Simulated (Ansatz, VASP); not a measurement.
**BN in VASP and in Ansatz**

File INCAR:

```
SYSTEM = BN
ALGO = Normal
EDIFF = 1E-6
ENCUT = 520
GGA = PE
ISIF = 2
ISMEAR = 0
LASPH = .TRUE.
LCHARG = .FALSE.
LREAL = .FALSE.
LWAVE = .FALSE.
NBANDS = 26
NELM = 100
PREC = Accurate
SIGMA = 0.05
```

Contents of KPOINTS:

```
k-points
0
G
  6 6 6
  0 0 0
```

The input POSCAR:

```
BN
1.0
    3.7242807258     -0.0998240063      0.1335881096
    0.0998240063     -3.8706007809      0.0352110041
   -0.1335881096      0.0352110041     -3.4167317020
B N
4 4
Direct
    0.0763599462      0.4132724236      0.4428984338
    0.4824020615     -0.0092003495      0.4978502374
    0.4117159441      0.5483951543      0.0146262148
    0.0981495443     -0.0027306513     -0.0332390746
    0.7029404763      0.7692251656      0.6471453427
    0.1842498586      0.3683741230      0.7933925798
    0.2124462121      0.7900137513      0.2550265369
    0.8317359569      0.1226503830      0.3822997292
```

Input for Ansatz:

```yaml
crystal:
  lattice:
    - [3.7242807258, -0.0998240063, 0.1335881096]
    - [0.0998240063, -3.8706007809, 0.0352110041]
    - [-0.1335881096, 0.0352110041, -3.416731702]
  atoms:
    - { symbol: B, position: [0.0763599462, 0.4132724236, 0.4428984338] }
    - { symbol: B, position: [0.4824020615, -0.0092003495, 0.4978502374] }
    - { symbol: B, position: [0.4117159441, 0.5483951543, 0.0146262148] }
    - { symbol: B, position: [0.0981495443, -0.0027306513, -0.0332390746] }
    - { symbol: "N", position: [0.7029404763, 0.7692251656, 0.6471453427] }
    - { symbol: "N", position: [0.1842498586, 0.368374123, 0.7933925798] }
    - { symbol: "N", position: [0.2124462121, 0.7900137513, 0.2550265369] }
    - { symbol: "N", position: [0.8317359569, 0.122650383, 0.3822997292] }
basis:
  ecutwfc: 420
kpoints:
  mp_grid: { grid: [6, 6, 6] }
hamiltonian:
  xc: pbe
scf:
  occupations: { method: gaussian, width: 0.05 }
output:
  forces: true
  stress: true
  eigenvalues: true
```

Change from the starting cell: all atoms moved at random (sigma 0.3 Å a component), cell strained at random (sigma 0.03).

Alike in both runs: task single point; functional PBE; k mesh 6 × 6 × 6; occupations gaussian, width 0.05 eV; no spin polarisation.

|  | VASP | Ansatz |
| --- | --- | --- |
| version | VASP 6.6.1 | Ansatz 0.2.0 |
| potentials or method | VASP PAW PBE potentials, release 64 (B, N), cutoff 520 eV | scalar-relativistic, plane waves, PAW |
| valence electrons in the cell | 32 | 32 |

```tsv
	VASP	Ansatz	Ansatz less VASP
gap on the k mesh at the Fermi level (eV)	none	none	-
pressure (GPa)	84.2	83.9	-0.28
traceless stress, the component that is largest in VASP (GPa)	-51.81	-51.64	+0.175
rms of the force components (eV/Å)	6.014	5.994	-0.0194
```

Atom by atom the forces differ by 0.028 eV/Å (rms over components). A gap of «none» marks a metal or a gap that the smearing closes. Both programs put the cell under a high pressure, so it lies far from rest at this level.

Noted on VASP's run: the cell as given lies far from equilibrium.
